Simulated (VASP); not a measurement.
Write the native input for VASP 6.6.1 that does the following.

```
Task                   : single point
Functional             : r2SCAN
Potentials or basis    : VASP PAW PBE potentials, release 64 (Sn_d, Te)
Cutoff                 : 520 eV
k mesh                 : 6 × 6 × 4
Occupations            : gaussian, width 0.01 eV
Spin                   : no spin polarisation
Dipole correction      : no
Further INCAR settings : ALGO = Normal; EDIFF = 1e-06; NBANDS = 28
```

The system is SnTe.

```xyz
4
Lattice="5.3422 0.0000 0.0000 -2.6711 4.6265 0.0000 0.0000 0.0000 6.4223" Properties=species:S:1:pos:R:3 pbc="T T T"
Sn    0.0000    3.0843   -0.2953
Sn    2.6711    1.5422    2.9158
Te    0.0000    3.0843    2.7036
Te    2.6711    1.5422    5.9148
```

These files were run (other wordings do the same):

POSCAR

```
SnTe
1.0
    5.3422388014      0.0000000001      0.0000000000
   -2.6711194008      4.6265145151      0.0000000000
    0.0000000000      0.0000000000      6.4222663025
Sn Te
2 2
Direct
    0.3333333333      0.6666666667     -0.0459806339
    0.6666666667      0.3333333333      0.4540193661
    0.3333333333      0.6666666667      0.4209806339
    0.6666666667      0.3333333333      0.9209806339
```

INCAR.step1

```
PREC = Accurate
ENCUT = 520
ISMEAR = 0
SIGMA = 0.01
LREAL = False
LASPH = True
NELM = 80
NBANDS = 28
GGA = PE
ALGO = Normal
EDIFF = 1E-4
LWAVE = True
LCHARG = False
```

INCAR.step2

```
PREC = Accurate
ENCUT = 520
EDIFF = 1E-6
ISMEAR = 0
SIGMA = 0.01
LREAL = False
LASPH = True
NELM = 80
ALGO = Normal
ISIF = 2
LWAVE = False
LCHARG = False
METAGGA = R2SCAN
LMIXTAU = True
NBANDS = 28
ISTART = 1
```

KPOINTS

```
Automatic mesh
0
Gamma
  6 6 4
```

Potentials or basis: VASP PAW PBE potentials, release 64 (Sn_d, Te).

The run is started by

```console
$ cat potpaw_PBE.64/Sn_d/POTCAR potpaw_PBE.64/Te/POTCAR > POTCAR
$ cp INCAR.step1 INCAR
$ mpirun -np 1 vasp_std > vasp.out
$ cp INCAR.step2 INCAR
$ mpirun -np 1 vasp_std > vasp.out
```

It gave:

The pressure is 1.0 GPa, the largest force is 0.073 eV/Å and the band gap on the k mesh is 0.53 eV (least direct gap 0.78 eV).

Caveat: the PAW data sets were made with another functional, which shifts forces and pressure a little; spin-orbit coupling is left out, which moves the levels of the heavy elements.

It took 7.3 min on 1 thread of Intel(R) Xeon(R) Platinum 8259CL CPU @ 2.50GHz (Skylake/Cascade Lake), with other jobs on the host, peak memory 0.34 GiB.
